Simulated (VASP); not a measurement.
Wanted: the native input for a VASP 6.6.1 run.

```
Task                   : single point
Functional             : PBEsol
Potentials or basis    : VASP PAW PBE potentials, release 64 (K_sv, Ta_pv, O)
Cutoff                 : 520 eV
k mesh                 : 8 × 8 × 8
Occupations            : gaussian, width 0.05 eV
Spin                   : no spin polarisation
Dipole correction      : no
Further INCAR settings : ALGO = Normal; EDIFF = 1e-06; NBANDS = 27
```

The structure of KTaO3 lies in POSCAR:

```
KTaO3
1.0
    4.2566507987      0.0000000000      0.0000000000
    0.0000000000      4.2566507987      0.0000000000
    0.0000000000      0.0000000000      3.7730952680
K Ta O
1 1 3
Direct
    0.5000000000      0.5000000000      0.5000000000
    0.0000000000      0.0000000000      0.0000000000
    0.5000000000      0.0000000000      0.0000000000
    0.0000000000      0.5000000000      0.0000000000
    0.0000000000      0.0000000000      0.5000000000
```

The input as run:

INCAR

```
SYSTEM = KTaO3
ALGO = Normal ; EDIFF = 1E-6
ENCUT = 520 ; GGA = PS
ISIF = 2 ; ISMEAR = 0
LASPH = .True. ; LCHARG = .False.
LREAL = .False. ; LWAVE = .False.
NBANDS = 27 ; NELM = 60
PREC = Accurate ; SIGMA = 0.05
```

KPOINTS

```
k-points
0
Gamma
  8 8 8
  0 0 0
```

Potentials or basis: VASP PAW PBE potentials, release 64 (K_sv, Ta_pv, O).

Launch:

```bash
$ cat potpaw_PBE.64/K_sv/POTCAR potpaw_PBE.64/Ta_pv/POTCAR potpaw_PBE.64/O/POTCAR > POTCAR
$ mpirun -np 1 vasp_std > vasp.out
```

It gave:

| Item | Value |
| --- | --- |
| Pressure | -7.7 GPa |
| Band gap on the k mesh | 1.70 eV (least direct gap 2.26 eV) |

Caveat: the cell stands under tension; the PAW data sets were made with another functional, which shifts forces and pressure a little; spin-orbit coupling is left out, which moves the levels of the heavy elements.

Wall time 2.3 min on 1 thread of Intel Xeon 8259CL, with other jobs on the host, peak memory 0.27 GiB.
